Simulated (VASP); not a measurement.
# Al2AuS4 (I-4) in VASP: notebook

Al2AuS4 is run at these levels: r2SCAN, r2SCAN+D3(BJ); tasks: single point.

Everything below comes from runs of VASP 6.6.1. Logs are shortened: lines on timing, memory, paths and dates and some standing lists are left out, and cuts for length are marked.

### Step 1. The cell of the first run

The structure is tetragonal, space group I-4 (No. 82). The conventional cell has a = 5.274 Å, b = 5.274 Å, c = 10.446 Å, α = 90.00°, β = 90.00°, γ = 90.00°. Au (site symmetry -4) has 4 S at 2.34 Å within 3.1 Å. Al (site symmetry -4) has 4 S at 2.28 Å within 3.0 Å. Al (site symmetry -4) has 4 S at 2.28 Å within 3.0 Å. S (site symmetry 1) has 2 Al at 2.28 Å and 1 Au at 2.34 Å within 3.0 Å.

### Step 2. Single point, r2SCAN

Contents of POSCAR:

```
Al2AuS4
1.0
    0.0000000000      5.2740420000      0.0000000000
    5.2740420000      0.0000000000      0.0000000000
    2.6370210000      2.6370210000     -5.2232470000
Au Al S
1 2 4
Direct
    0.0000000000      0.0000000000      0.0000000000
    0.7500000000      0.2500000000      0.5000000000
    0.5000000000      0.5000000000      0.0000000000
    0.3800000000      0.3900000000      0.7400000000
    0.6100000000      0.1200000000      0.2600000000
    0.8800000000      0.8700000000      0.7400000000
    0.1300000000      0.6200000000      0.2600000000
```

Contents of INCAR.step1:

```
SYSTEM = Al2AuS4
ALGO = Normal ; EDIFF = 1E-4
ENCUT = 520 ; GGA = PE
ISMEAR = -1 ; LASPH = .True.
LCHARG = .False. ; LREAL = .False.
LWAVE = .True. ; NBANDS = 30
NELM = 100 ; PREC = Accurate
SIGMA = 0.1
```

Contents of INCAR.step2:

```
SYSTEM = Al2AuS4
ALGO = Normal ; EDIFF = 1E-6
ENCUT = 520 ; ISIF = 2
ISMEAR = -1 ; ISTART = 1
LASPH = .True. ; LCHARG = .False.
LMIXTAU = .True. ; LREAL = .False.
LWAVE = .False. ; METAGGA = R2SCAN
NBANDS = 30 ; NELM = 100
PREC = Accurate ; SIGMA = 0.1
```

Contents of KPOINTS:

```
k-points
0
Gamma
  4 4 4
  0 0 0
```

Potentials or basis: VASP PAW PBE potentials, release 64 (Au, Al, S).

On the command line:

```
$ cat potpaw_PBE.64/Au/POTCAR potpaw_PBE.64/Al/POTCAR potpaw_PBE.64/S/POTCAR > POTCAR
$ cp INCAR.step1 INCAR
$ mpirun -np 1 vasp_std > vasp.out
$ cp INCAR.step2 INCAR
$ mpirun -np 1 vasp_std > vasp.out
```

OUTCAR:

```text
SYSTEM = Al2AuS4
   EDIFF = 1E-6
   ENCUT = 520
   ISIF = 2
   ISMEAR = -1
   ISTART = 1
   LASPH = .True.
   LREAL = .False.
   METAGGA = R2SCAN
   NELM = 100
   PREC = Accurate

 ion  position               nearest neighbor table
   1  0.000  0.000  0.000-   6 2.34   5 2.34   4 2.34   7 2.34
   2  0.750  0.250  0.500-   4 2.28   7 2.28   6 2.28   5 2.28
   3  0.500  0.500  0.000-   4 2.28   7 2.28   6 2.28   5 2.28
   4  0.380  0.390  0.740-   3 2.28   2 2.28   1 2.34
   5  0.610  0.120  0.260-   3 2.28   2 2.28   1 2.34
   6  0.880  0.870  0.740-   3 2.28   2 2.28   1 2.34
   7  0.130  0.620  0.260-   3 2.28   2 2.28   1 2.34

  LATTYP: Found a body centered tetragonal cell.
 ALAT       =     5.2740420000
 C/A-ratio  =     1.9807377340

  Lattice vectors:

 A1 = (  -2.6370210000,   2.6370210000,   5.2232470000)
 A2 = (   2.6370210000,  -2.6370210000,   5.2232470000)
 A3 = (   2.6370210000,   2.6370210000,  -5.2232470000)

Analysis of symmetry for initial positions (statically):
=====================================================================
 Subroutine PRICEL returns:
 Original cell was already a primitive cell.

 Routine SETGRP: Setting up the symmetry group for a
 body centered tetragonal supercell.

 Subroutine GETGRP returns: Found  4 space group operations
 (whereof  4 operations were pure point group operations)
 out of a pool of 16 trial point group operations.

The static configuration has the point symmetry S_4 .

Analysis of symmetry for dynamics (positions and initial velocities):
=====================================================================
 Subroutine PRICEL returns:
 Original cell was already a primitive cell.

 Routine SETGRP: Setting up the symmetry group for a
 body centered tetragonal supercell.

 Subroutine GETGRP returns: Found  4 space group operations
 (whereof  4 operations were pure point group operations)
 out of a pool of 16 trial point group operations.

The dynamic configuration has the point symmetry S_4 .

 Subroutine INISYM returns: Found  4 space group operations
 (whereof  4 operations are pure point group operations),
 and found     1 'primitive' translations

----------------------------------------------------------------------------------------

                                     Primitive cell

  volume of cell :     145.2873

  direct lattice vectors                    reciprocal lattice vectors
     0.000000000  5.274042000  0.000000000     0.000000000  0.189607895  0.095725896
     5.274042000  0.000000000  0.000000000     0.189607895  0.000000000  0.095725896
     2.637021000  2.637021000 -5.223247000     0.000000000  0.000000000 -0.191451792

  length of vectors
     5.274042000  5.274042000  6.417948951     0.212401980  0.212401980  0.191451792

  position of ions in fractional coordinates (direct lattice)
     0.000000000  0.000000000  0.000000000
     0.750000000  0.250000000  0.500000000
     0.500000000  0.500000000  0.000000000
     0.380000000  0.390000000  0.740000000
     0.610000000  0.120000000  0.260000000
     0.880000000  0.870000000  0.740000000
     0.130000000  0.620000000  0.260000000

  ion indices of the primitive-cell ions
   primitive index   ion index
                 1           1
                 2           2
                 3           3
                 4           4
                 5           5
                 6           6
                 7           7

----------------------------------------------------------------------------------------

 KPOINTS: k-points

Automatic generation of k-mesh.
 Grid dimensions read from file:
 generate k-points for:    4    4    4

 Generating k-lattice:

  Cartesian coordinates                     Fractional coordinates (reciprocal lattice)
     0.000000000  0.047401974  0.023931474     0.250000000  0.000000000  0.000000000
     0.047401974  0.000000000  0.023931474     0.000000000  0.250000000  0.000000000
     0.000000000  0.000000000 -0.047862948     0.000000000  0.000000000  0.250000000

  Length of vectors
     0.053100495  0.053100495  0.047862948

  Shift w.r.t. Gamma in fractional coordinates (k-lattice)
     0.000000000  0.000000000  0.000000000

 Subroutine IBZKPT returns following result:
 ===========================================

 Found     14 irreducible k-points:

 Following reciprocal coordinates:
            Coordinates               Weight
  0.000000  0.000000  0.000000      1.000000
  0.250000  0.000000  0.000000      8.000000
  0.500000  0.000000  0.000000      4.000000
  0.250000  0.250000  0.000000      8.000000
  0.500000  0.250000  0.000000      8.000000
 -0.250000  0.500000  0.000000      8.000000
 -0.250000  0.250000  0.000000      4.000000
  0.500000  0.500000  0.000000      2.000000
  0.000000  0.000000  0.250000      2.000000
  0.500000  0.000000  0.250000      4.000000
 -0.250000  0.000000  0.250000      8.000000
  0.500000  0.500000  0.250000      2.000000
 -0.250000 -0.250000  0.250000      4.000000
  0.000000  0.000000  0.500000      1.000000
   k-points           NKPTS =     14   k-points in BZ     NKDIM =     14   number of bands    NBANDS=     30
   number of dos      NEDOS =    301   number of ions     NIONS =      7
   total plane-waves  NPLWV =  76800
   dimension x,y,z NGX =    40 NGY =   40 NGZ =   48
   dimension x,y,z NGXF=    80 NGYF=   80 NGZF=   96
   ions per type =               1   2   4
   NGX,Y,Z   is equivalent  to a cutoff of  12.61, 12.61, 12.43 a.u.
   NGXF,Y,Z  is equivalent  to a cutoff of  25.22, 25.22, 24.87 a.u.
 SYSTEM =  Al2AuS4
   PREC   = accura    normal or accurate (medium, high low for compatibility)
   ISTART =      1    job   : 0-new  1-cont  2-samecut
   ICHARG =      0    charge: 1-file 2-atom 10-const
   ISPIN  =      1    spin polarized calculation?
   LNONCOLLINEAR =      F non collinear calculations
   LSORBIT =      F    spin-orbit coupling
   LASPH  =      T    aspherical Exc in radial PAW
   ENCUT  =  520.0 eV  38.22 Ry    6.18 a.u.   9.81  9.81 11.93*2*pi/ulx,y,z
   NELM   =    100;   NELMIN=  2; NELMDL=  0     # of ELM steps
   EDIFF  = 0.1E-05   stopping-criterion for ELM
   LREAL  =      F    real-space projection
   EDIFFG = 0.1E-04   stopping-criterion for IOM
   NSW    =      0    number of steps for IOM
   IBRION =     -1    ionic relax: 0-MD 1-quasi-New 2-CG
   NFREE  =      0    steps in history (QN), initial steepest desc. (CG)
   ISIF   =      2    stress and relaxation
   ISYM   =      2    0-nonsym 1-usesym 2-fastsym
   POTIM  = 0.5000    time-step for ionic-motion
   TEBEG  =    0.0;   TEEND  =   0.0 temperature during run
   PSTRESS=    0.0 pullay stress
   NELECT =      41.0000    total number of electrons
   NUPDOWN=      -1.0000    fix difference up-down
   EMIN   =  10.00;   EMAX   =-10.00  energy-range for DOS
   EFERMI =   0.00;   METHOD = LEGACY
   ISMEAR =    -1;   SIGMA  =   0.10  broadening in eV -4-tet -1-fermi 0-gaus
   EFERMI_NEDOS =   21; number of points for ismear=-14 and -15
   IALGO  =     38    algorithm
   IMIX   =      4    mixing-type and parameters
     AMIX     =   0.40;   BMIX     =  1.00
     AMIX_MAG =   1.60;   BMIX_MAG =  1.00
  volume/ion in A,a.u.               =      20.76       140.06
  Fermi-wavevector in a.u.,A,eV,Ry     =   1.073809  2.029204 15.688400  1.153065
  Thomas-Fermi vector in A             =   2.209619
   LORBIT       =      0    0 simple, 1 ext, 2 COOP (PROOUT), +10 PAW based schemes
   METAGGA = R2SCAN    functional components
   LHFCALC =     F    Hartree Fock is set to
   AEXX    =    0.0000 exact exchange contribution
   IVDW    =     0    specifies the selected vdW correction
   LEPSILON=     F    determine dielectric tensor
   LRPA    =     F    only Hartree local field effects (RPA)
 non-spin polarized calculation
  energy-cutoff  :      520.00
  volume of cell :      145.29
 maximum number of plane-waves:      3928
   NGX = 19   NGY = 19   NGZ = 23

 number of electron      41.0000002 magnetization

 Free energy of the ion-electron system (eV)
  ---------------------------------------------------
  ext. energy  EPLUGINS =         0.00000000
  ---------------------------------------------------
  free energy    TOTEN  =      -101.27432882 eV

  energy without entropy =     -101.09223943  energy(sigma->0) =     -101.18328413

 E-fermi :   4.1494     XC(G=0):  -9.9524

 val. band max:        4.1479396386   @ k =   0.5000   0.5000   0.2500
 cond. band min:       4.1786823435   @ k =   0.2500   0.2500   0.0000
 fundamental gap:      0.0307427049
 Fermi energy:         4.1494377467

 k-point     1 :       0.0000    0.0000    0.0000
  band No.  band energies     occupation
      1     -10.2319      2.00000
      2      -8.6611      2.00000
      3      -8.6611      2.00000
      4      -8.6555      2.00000
      5      -2.3963      2.00000
      6      -1.4381      2.00000
[... 22 lines left out ...]
     29      10.9401      0.00000
     30      10.9742      0.00000

 k-point     2 :       0.2500    0.0000    0.0000
  band No.  band energies     occupation
      1     -10.0064      2.00000
      2      -8.8503      2.00000
      3      -8.7414      2.00000
      4      -8.7056      2.00000
      5      -2.2107      2.00000
      6      -1.7557      2.00000
[... 22 lines left out ...]
     29      11.0506      0.00000
     30      11.6274      0.00000

 k-point     3 :       0.5000    0.0000    0.0000
  band No.  band energies     occupation
      1      -9.5483      2.00000
      2      -9.2950      2.00000
      3      -8.8037      2.00000
      4      -8.7571      2.00000
      5      -2.0241      2.00000
      6      -1.8848      2.00000
[... 352 lines left out ...]
     29      11.4626      0.00000
     30      11.9548      0.00000

 k-point    14 :       0.0000    0.0000    0.5000
  band No.  band energies     occupation
      1      -9.5846      2.00000
      2      -9.4853      2.00000
      3      -8.6698      2.00000
      4      -8.6698      2.00000
      5      -2.2088      2.00000
      6      -2.1922      2.00000
[... 22 lines left out ...]
     29      10.8726      0.00000
     30      12.8251      0.00000

------------------------ aborting loop because EDIFF is reached ----------------------------------------

  FORCE on cell =-STRESS in cart. coord.  units (eV):
  Direction    XX          YY          ZZ          XY          YZ          ZX
  --------------------------------------------------------------------------------------
  -------------------------------------------------------------------------------------
  Total        3.0784291      3.0784291      3.0691395      0.0000004      0.0000000      0.0000000
  in kB       33.9478294     33.9478294     33.8453861      0.0000045      0.0000000      0.0000000
  external PRESSURE =      33.9136816 kB  Pullay stress =       0.0000000 kB

 VOLUME and BASIS-vectors are now :
 -----------------------------------------------------------------------------
  energy-cutoff  :      520.00
  volume of cell :      145.29
      direct lattice vectors                 reciprocal lattice vectors
     0.000000000  5.274042000  0.000000000     0.000000000  0.189607895  0.095725896
     5.274042000  0.000000000  0.000000000     0.189607895  0.000000000  0.095725896
     2.637021000  2.637021000 -5.223247000     0.000000000  0.000000000 -0.191451792

 POSITION                                       TOTAL-FORCE (eV/Angst)
 -----------------------------------------------------------------------------------
      0.00000      0.00000      0.00000        -0.000000      0.000000      0.000000
      2.63702      5.27404     -2.61162        -0.000000      0.000000      0.000000
      2.63702      2.63702      0.00000        -0.000000      0.000000      0.000000
      4.00827      3.95553     -3.86520         0.751166      0.994139      0.706168
      1.31851      3.90279     -1.35804         0.994139     -0.751166     -0.706168
      6.53981      6.59255     -3.86520        -0.751166     -0.994139      0.706168
      3.95553      1.37125     -1.35804        -0.994139      0.751166     -0.706168
 -----------------------------------------------------------------------------------
    total drift:                                0.000440      0.000466      0.000501

  FREE ENERGIE OF THE ION-ELECTRON SYSTEM (eV)
  ---------------------------------------------------
  free  energy   TOTEN  =      -101.2743288249 eV

  energy  without entropy=     -101.0922394350  energy(sigma->0) =     -101.18328413
```

Run time: 3.5 min. Hardware: 1 thread of Intel Xeon Platinum 8259CL at 2.50GHz (Skylake/Cascade Lake), shared host; peak memory 0.32 GiB.

What came out:

- Free energy: -101.2743 eV
- Pressure: 3.4 GPa
- Largest force: 1.432 eV/Å

Forces on the atoms (eV/Å):
```
Au   0.000  0.000  0.000
Al   0.000  0.000  0.000
Al   0.000  0.000  0.000
S    0.751  0.994  0.706
S    0.994 -0.751 -0.706
S   -0.751 -0.994  0.706
S   -0.994  0.751 -0.706
```

Caveat: the PAW data sets were made with another functional, which shifts forces and pressure a little; spin-orbit coupling is left out, which moves the levels of the heavy elements.

(Part 1 of 2 ends here.)
